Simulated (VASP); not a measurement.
# AlN (P6_3mc) in VASP: a series of runs, part 2 of 2

VASP 6.6.1. Earlier steps stand in the parts before.

## (4) Relaxation of the atoms, PBE (engineering shear strain xz +0.0000, normal strain along z -0.0200)

INCAR

```
PREC     = Accurate       # precision mode
ENCUT    = 520            # plane-wave cutoff, eV
EDIFF    = 1E-6           # SCF threshold, eV
ISMEAR   = 0              # smearing method
SIGMA    = 0.05           # smearing width, eV
LREAL    = F              # projectors in reciprocal space
LASPH    = T              # aspherical terms in the spheres
NELM     = 60             # most SCF steps
ALGO     = Normal         # electronic algorithm
ISIF     = 2              # what is computed and relaxed
LWAVE    = F              # write WAVECAR
LCHARG   = F              # write CHGCAR
GGA      = PE             # functional
IBRION   = 2              # ionic algorithm
NSW      = 50             # ionic steps
EDIFFG   = -0.01          # ionic threshold
```

KPOINTS

```
Automatic mesh
0
Gamma
  9 9 6
```

POSCAR

```
AlN
1.0
    3.1298889828      0.0000000000      0.0000000000
   -1.5649444914      2.7105633702      0.0000000000
    0.0000000000      0.0000000000      4.9166171702
Al N
2 2
Direct
    0.3333333333      0.6666666667      0.0017290859
    0.6666666667      0.3333333333      0.5017290859
    0.3333333333      0.6666666667      0.3832709141
    0.6666666667      0.3333333333      0.8832709141
```

Command:

```
$ cat potpaw_PBE.64/Al/POTCAR potpaw_PBE.64/N/POTCAR > POTCAR
$ mpirun -np 1 vasp_std > vasp.out
```

Run time: 31 s. Hardware: 1 thread of Intel Xeon 6975P-C, shared host; peak memory 0.16 GiB.

The run converged. Its results:

| Item | Value |
| --- | --- |
| Free energy | -29.7620 eV |
| Energy gained by relaxing | 1.4 meV/atom |
| Ionic steps | 3 |
| Pressure after relaxing | 3.6 GPa |
| Band gap on the k mesh | 4.11 eV, direct |

Stress tensor (GPa, compression positive):
```
1.95 0.00 0.00
0.00 1.95 0.00
0.00 0.00 6.92
```

Step by step:
| step | energy change (eV) | largest force (eV/Å) | pressure (GPa) |
| --- | --- | --- | --- |
| 1 | 0.0000 | 0.2725 | 3.82 |
| 2 | -0.0051 | 0.0730 | 3.57 |
| 3 | -0.0055 | 0.0002 | 3.61 |

Final structure:
```cif
data_structure
_symmetry_space_group_name_H-M 'P 1'
_symmetry_Int_Tables_number 1
_cell_length_a 3.1299
_cell_length_b 3.1299
_cell_length_c 4.9166
_cell_angle_alpha 90.000
_cell_angle_beta 90.000
_cell_angle_gamma 120.000
_cell_volume 41.71
loop_
_atom_site_label
_atom_site_type_symbol
_atom_site_fract_x
_atom_site_fract_y
_atom_site_fract_z
_atom_site_occupancy
Al1 Al 0.33333 0.66667 0.99965 1
Al2 Al 0.66667 0.33333 0.49965 1
N1 N 0.33333 0.66667 0.38535 1
N2 N 0.66667 0.33333 0.88535 1
```

Levels at points of the mesh, in eV from the valence-band top:
| k point | band 6 | band 7 | band 8 | band 9 | band 10 | band 11 |
| --- | --- | --- | --- | --- | --- | --- |
| (0.00, 0.00, 0.00) | -0.38 | -0.38 | 0.00 | 4.11 | 6.38 | 10.64 |
| (0.00, 0.00, 0.50) | -0.75 | -0.75 | -0.75 | 6.31 | 6.31 | 10.30 |

Caveat: the cell differs from its parent crystal (engineering shear strain xz +0.0000, normal strain along z -0.0200). A k mesh can miss the band edges.

## (5) Relaxation of the atoms, PBE (engineering shear strain xz +0.0000, normal strain along z +0.0200)

INCAR

```
ALGO = Normal
EDIFF = 1E-6
EDIFFG = -0.01
ENCUT = 520
GGA = PE
IBRION = 2
ISIF = 2
ISMEAR = 0
LASPH = True
LCHARG = False
LREAL = False
LWAVE = False
NELM = 100
NSW = 50
PREC = Accurate
SIGMA = 0.05
```

KPOINTS

```
k-points
0
Gamma
  9 9 6
```

Edit POSCAR of step 4 so:

```diff
@@ -4,3 +4,3 @@
    -1.5649444914      2.7105633702      0.0000000000
-    0.0000000000      0.0000000000      4.9166171702
+    0.0000000000      0.0000000000      5.1172954220
 Al N
```

Command:

```
$ cat potpaw_PBE.64/Al/POTCAR potpaw_PBE.64/N/POTCAR > POTCAR
$ mpirun -np 1 vasp_std > vasp.out
```

Run time: 24 s. Hardware: 1 thread of Intel Xeon 6975P-C, shared host; peak memory 0.16 GiB.

It converged, with:

| Quantity | Value |
| --- | --- |
| Free energy | -29.7615 eV |
| Energy gained by relaxing | 0.8 meV/atom |
| Ionic steps | 2 |
| Pressure after relaxing | -3.7 GPa |
| Largest force after relaxing | 0.007 eV/Å |
| Band gap on the k mesh | 3.96 eV, direct |

Forces in eV/Å, atoms in the order of the input:
```
Al   0.000  0.000 -0.007
Al   0.000  0.000 -0.007
N    0.000  0.000  0.007
N    0.000  0.000  0.007
```

Stress tensor (GPa, compression positive):
```
-1.98  0.00  0.00
 0.00 -1.98  0.00
 0.00  0.00 -7.13
```

The path:
| step | energy change (eV) | largest force (eV/Å) | pressure (GPa) |
| --- | --- | --- | --- |
| 1 | 0.0000 | 0.1792 | -3.62 |
| 2 | -0.0030 | 0.0075 | -3.70 |

Final structure:
```
Al N
1.0
     3.12989    0.00000    0.00000
    -1.56494    2.71056    0.00000
     0.00000    0.00000    5.11730
Al N
2 2
Direct
  0.33333 0.66667 0.00342
  0.66667 0.33333 0.50342
  0.33333 0.66667 0.38158
  0.66667 0.33333 0.88158
```

Levels at points of the mesh, in eV from the valence-band top:
```tsv
k point	band 4	band 5	band 6	band 7	band 8	band 9	band 10	band 11	band 12
(0.00, 0.00, 0.00)	-0.62	-0.62	-0.04	-0.04	0.00	3.96	6.64	10.28	11.19
(0.00, 0.00, 0.50)	-3.26	-0.34	-0.34	-0.34	-0.34	6.31	6.31	10.04	10.04
```

Caveat: the cell differs from its parent crystal (engineering shear strain xz +0.0000, normal strain along z +0.0200).

## (6) Relaxation of the atoms, PBE (engineering shear strain xz +0.0000, normal strain along z +0.0400)

INCAR

```
SYSTEM = AlN
PREC = Accurate ; ENCUT = 520
EDIFF = 1E-7 ; ISMEAR = 0
SIGMA = 0.05 ; LREAL = .False.
LASPH = .True. ; NELM = 80
ALGO = Normal ; ISIF = 2
LWAVE = .False. ; LCHARG = .False.
GGA = PE ; IBRION = 2
NSW = 50 ; EDIFFG = -0.01
```

KPOINTS

```
Automatic mesh
0
Gamma
  9 9 6
  0 0 0
```

Edit POSCAR of step 5 so:

```diff
@@ -4,3 +4,3 @@
    -1.5649444914      2.7105633702      0.0000000000
-    0.0000000000      0.0000000000      5.1172954220
+    0.0000000000      0.0000000000      5.2176345479
 Al N
```

Potentials or basis: VASP PAW PBE potentials, release 64 (Al, N).

Command:

```
$ cat potpaw_PBE.64/Al/POTCAR potpaw_PBE.64/N/POTCAR > POTCAR
$ mpirun -np 1 vasp_std > vasp.out
```

Run time: 37 s. Hardware: 1 thread of Intel Xeon 6975P-C, shared host; peak memory 0.16 GiB.

The run converged. Its results:

```
Free energy               : -29.7055 eV
Energy gained by relaxing : 2.1 meV/atom
Ionic steps               : 3
Pressure after relaxing   : -6.9 GPa
Band gap on the k mesh    : 3.74 eV, direct
```

Stress tensor (GPa, compression positive):
```
 -3.30   0.00   0.00
  0.00  -3.30   0.00
  0.00   0.00 -14.00
```

Step by step:
```
step  energy change (eV)  largest force (eV/Å)  pressure (GPa)
   1              0.0000                0.2820           -6.58
   2             -0.0085                0.0241           -6.85
   3             -0.0085                0.0003           -6.87
```

Final structure:
```
Al N
1.0
     3.12989    0.00000    0.00000
    -1.56494    2.71056    0.00000
     0.00000    0.00000    5.21763
Al N
2 2
Cartesian
  0.0000 1.8070 0.0238
  1.5649 0.9035 2.6326
  0.0000 1.8070 1.9850
  1.5649 0.9035 4.5938
```

Levels at points of the mesh, in eV from the valence-band top:
```csv
k point,band 6,band 7,band 8,band 9,band 10,band 11
"(0.00, 0.00, 0.00)",-0.11,0.00,0.00,3.74,6.64,9.98
"(0.00, 0.00, 0.50)",-0.27,-0.27,-0.27,6.18,6.18,9.79
```

Caveat: the cell differs from its parent crystal (engineering shear strain xz +0.0000, normal strain along z +0.0400).

## (7) The runs side by side

| task | cell | gap on the mesh (eV) | pressure (GPa) |
| --- | --- | --- | --- |
| single point | a = 3.130, b = 3.130, c = 5.218 Å, angles 90.0, 90.0, 120.0°, 4 atoms | 3.74 | -6.9 |
| relaxation of the atoms | atoms relaxed from a = 3.130, b = 3.130, c = 4.816 Å, angles 90.0, 90.0, 120.0°, 4 atoms | 4.15 | 7.7 |
| relaxation of the atoms | atoms relaxed from a = 3.130, b = 3.130, c = 4.917 Å, angles 90.0, 90.0, 120.0°, 4 atoms | 4.11 | 3.6 |
| relaxation of the atoms | atoms relaxed from a = 3.130, b = 3.130, c = 5.117 Å, angles 90.0, 90.0, 120.0°, 4 atoms | 3.96 | -3.7 |
| relaxation of the atoms | atoms relaxed from a = 3.130, b = 3.130, c = 5.218 Å, angles 90.0, 90.0, 120.0°, 4 atoms | 3.74 | -6.9 |

Alike in all rows: level PBE; potentials or basis VASP PAW PBE potentials, release 64 (Al, N); no spin polarisation; k mesh 9 × 9 × 6; cutoff (eV) 520; smearing gaussian 0.05 eV.

Total energies depend on the potentials used, so only differences within one code and one set of settings carry meaning.
